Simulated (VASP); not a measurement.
## CO2: single point with r2SCAN

The system is CO2.

```
CELL_PARAMETERS angstrom
-2.98505 2.98505 3.20267
2.98505 -2.98505 3.20267
2.98505 2.98505 -3.20267
ATOMIC_POSITIONS crystal
C 0.00000 0.00000 0.00000
C 0.75000 0.25000 0.50000
O 0.18127 0.18127 0.00000
O 0.93127 0.43127 0.50000
O 0.56873 0.06873 0.50000
O 0.81873 0.81873 0.00000
```

```
Program             : VASP 6.6.1
Task                : single point
Functional          : r2SCAN
Potentials or basis : VASP PAW PBE potentials, release 64 (C, O)
Cutoff              : 520 eV
k mesh              : 6 × 6 × 6
Occupations         : gaussian, width 0.02 eV
Spin                : no spin polarisation
```

```yaml
Pressure: 1.5 GPa
Largest_force: 0.787 eV/Å
Band_gap_on_the_k_mesh: 7.58 eV (least direct gap 7.66 eV)
```

Forces on the atoms (eV/Å):
```
C    0.000  0.000  0.000
C    0.000  0.000  0.000
O    0.000  0.000  0.787
O    0.000  0.000  0.787
O    0.000  0.000 -0.787
O    0.000  0.000 -0.787
```

Stress tensor (GPa, compression positive):
```
-0.21  0.00  0.00
 0.00 -0.21  0.00
 0.00  0.00  4.87
```

Levels at points of the mesh, in eV from the valence-band top:
| k point | band 12 | band 13 | band 14 | band 15 | band 16 | band 17 | band 18 | band 19 | band 20 | band 21 |
| --- | --- | --- | --- | --- | --- | --- | --- | --- | --- | --- |
| (0.00, 0.00, 0.00) | -3.47 | -0.24 | -0.24 | -0.09 | -0.09 | 7.58 | 8.97 | 8.97 | 9.65 | 9.65 |
| (0.50, 0.00, 0.00) | -3.41 | -0.20 | -0.19 | -0.17 | -0.10 | 8.86 | 9.23 | 9.41 | 9.47 | 9.98 |
| (0.50, 0.50, 0.00) | -3.65 | -0.23 | -0.23 | -0.14 | -0.14 | 9.20 | 9.20 | 9.24 | 9.24 | 10.16 |
| (0.50, 0.50, 0.50) | -3.30 | -0.22 | -0.22 | 0.00 | 0.00 | 8.91 | 8.91 | 9.93 | 9.93 | 10.76 |

It took 3.8 min on 1 thread of AMD EPYC 9R45 96-Core Processor (Zen 5), with other jobs on the host, peak memory 0.25 GiB.

Caveat: the PAW data sets were made with another functional, which shifts forces and pressure a little. A k mesh can miss the band edges.
